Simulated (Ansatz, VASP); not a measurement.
## One calculation of Nb, two programs

Contents of INCAR:

```
ALGO = Fast
EDIFF = 1E-6
ENCUT = 520
GGA = PS
ISIF = 2
ISMEAR = 0
LASPH = True
LCHARG = True
LELF = True
LREAL = False
LVHAR = True
LWAVE = False
NBANDS = 12
NELM = 80
PREC = Accurate
SIGMA = 0.15
```

File KPOINTS:

```
k-points
0
Gamma
  20 20 20
```

The input POSCAR:

```
Nb
1.0
    0.0000000000      2.1150000000      2.0938500000
    2.1150000000      0.0000000000      2.0938500000
    2.1150000000      2.1150000000      0.0000000000
Nb
1
Direct
    0.0000000000      0.0000000000      0.0000000000
```

Input for Ansatz:

```yaml
crystal:
  lattice:
    - [0.0, 2.115, 2.09385]
    - [2.115, 0.0, 2.09385]
    - [2.115, 2.115, 0.0]
  atoms:
    - { symbol: Nb, position: [0.0, 0.0, 0.0] }
basis:
  ecutwfc: 420
kpoints:
  mp_grid: { grid: [20, 20, 20] }
hamiltonian:
  xc: pbesol
scf:
  occupations: { method: gaussian, width: 0.15 }
output:
  forces: true
  stress: true
  eigenvalues: true
```

Change from the starting cell: strain -0.0100 x Voigt [0, 0, 1, 0, 0, 0], atoms carried along.

Alike in both runs: task single point; functional PBEsol; k mesh 20 × 20 × 20; occupations gaussian, width 0.15 eV; no spin polarisation.

```csv
,VASP,Ansatz
version,VASP 6.6.1,Ansatz 0.2.0
potentials or method,"VASP PAW PBE potentials, release 64 (Nb_sv), cutoff 520 eV","scalar-relativistic, plane waves, PAW"
valence electrons in the cell,13,13
```

```tsv
	VASP	Ansatz	Ansatz less VASP
gap on the k mesh at the Fermi level (eV)	none	none	-
pressure (GPa)	-5.7	-5.4	+0.31
traceless stress, the component that is largest in VASP (GPa)	-1.89	-1.90	-0.009
```

VASP's potentials were made for PBE, not for PBEsol. A gap of «none» marks a metal or a gap that the smearing closes.
